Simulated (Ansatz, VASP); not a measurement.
**One calculation of Ti12H, two programs**

```xyz
13
Lattice="5.9000 0.0000 0.0000 -4.4250 7.6643 0.0000 0.0000 0.0000 4.6846" Properties=species:S:1:pos:R:3 pbc="T T T"
Ti    0.0052   -0.0117    0.0165
Ti    0.0066    1.6689    2.3693
Ti   -1.5024    2.5296    0.0135
Ti   -1.5166    4.2716    2.3361
Ti   -2.9422    5.1330   -0.0013
Ti   -2.9495    6.8069    2.3190
Ti    2.9632   -0.0029    0.0176
Ti    2.9543    1.6711    2.3342
Ti    1.5266    2.5328   -0.0063
Ti    1.5139    4.2741    2.3230
Ti    0.0065    5.1381   -0.0282
Ti    0.0071    6.8153    2.3228
H     0.0125    3.3993    3.5091
```

Alike in both runs: functional PBEsol; k mesh 3 × 2 × 4; occupations gaussian, width 0.05 eV; no spin polarisation.

Ansatz relaxed the structure, and its values are those at the end. VASP's run is a single point on that final structure, the one shown.

|  | VASP | Ansatz |
| --- | --- | --- |
| version | VASP 6.6.1 | Ansatz 0.2.0 |
| potentials or method | VASP PAW PBE potentials, release 64 (Ti_sv, H), cutoff 520 eV | scalar-relativistic, plane waves, PAW |
| valence electrons in the cell | 145 | 145 |

Ansatz gave:

* rms of the force components (eV/Å): 0.008

Problem. Estimate VASP's values.

Solution. rms of the force components (eV/Å): 0.009.

VASP's potentials were made for PBE, not for PBEsol.

The k mesh is coarse, so the values compare programs but aren't converged.
